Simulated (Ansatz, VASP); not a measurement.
# SiC in VASP and in Ansatz

The input INCAR:

```
SYSTEM = SiC
PREC     = Accurate       ! precision mode
ENCUT    = 520            ! plane-wave cutoff, eV
EDIFF    = 1E-7           ! SCF threshold, eV
ISMEAR   = 0              ! smearing method
SIGMA    = 0.05           ! smearing width, eV
LREAL    = .False.        ! projectors in reciprocal space
LASPH    = .True.         ! aspherical terms in the spheres
NELM     = 60             ! most SCF steps
ALGO     = Normal         ! electronic algorithm
ISIF     = 2              ! what is computed and relaxed
LWAVE    = .False.        ! write WAVECAR
LCHARG   = .False.        ! write CHGCAR
GGA      = PE             ! functional
NBANDS   = 11             ! bands
```

The input KPOINTS:

```
Automatic mesh
0
Gamma
  12 12 12
  0 0 0
```

Contents of POSCAR:

```
SiC
1.0
    0.0000000000      2.2723636687      2.2723636687
    2.2723636687      0.0000000000      2.2723636687
    2.1782878128      2.1782878128      0.0940758559
Si C
1 1
Direct
    0.0000000000      0.0000000000      0.0000000000
    0.7500000000      0.7500000000      0.7500000000
```

Input for Ansatz:

```yaml
crystal:
  lattice:
    - [0.0, 2.2723636687, 2.2723636687]
    - [2.2723636687, 0.0, 2.2723636687]
    - [2.1782878128, 2.1782878128, 0.0940758559]
  atoms:
    - { symbol: Si, position: [0.0, 0.0, 0.0] }
    - { symbol: C, position: [0.75, 0.75, 0.75] }
basis:
  ecutwfc: 520.0
kpoints:
  mp_grid: { grid: [12, 12, 12] }
hamiltonian:
  xc: pbe
scf:
  occupations: { method: gaussian, width: 0.05 }
output:
  forces: true
  stress: true
  eigenvalues: true
```

Alike in both runs: task single point; functional PBE; k mesh 12 × 12 × 12; occupations gaussian, width 0.05 eV; no spin polarisation.

|  | VASP | Ansatz |
| --- | --- | --- |
| version | VASP 6.6.1 | Ansatz 0.2.0 |
| potentials or method | VASP PAW PBE potentials, release 64 (Si, C), cutoff 520 eV | scalar-relativistic, plane waves, PAW |
| valence electrons in the cell | 8 | 8 |

|  | VASP | Ansatz | Ansatz less VASP |
| --- | --- | --- | --- |
| gap on the k mesh at the Fermi level (eV) | 1.18 | 1.19 | +0.005 |
| least direct gap on the mesh (eV) | 4.06 | 4.07 | +0.004 |
| pressure (GPa) | -7.9 | -7.9 | +0.02 |
| traceless stress, the component that is largest in VASP (GPa) | 10.42 | 10.38 | -0.036 |
| rms of the force components (eV/Å) | 0.342 | 0.343 | +0.0004 |

Atom by atom the forces differ by 0.000 eV/Å (rms over components).
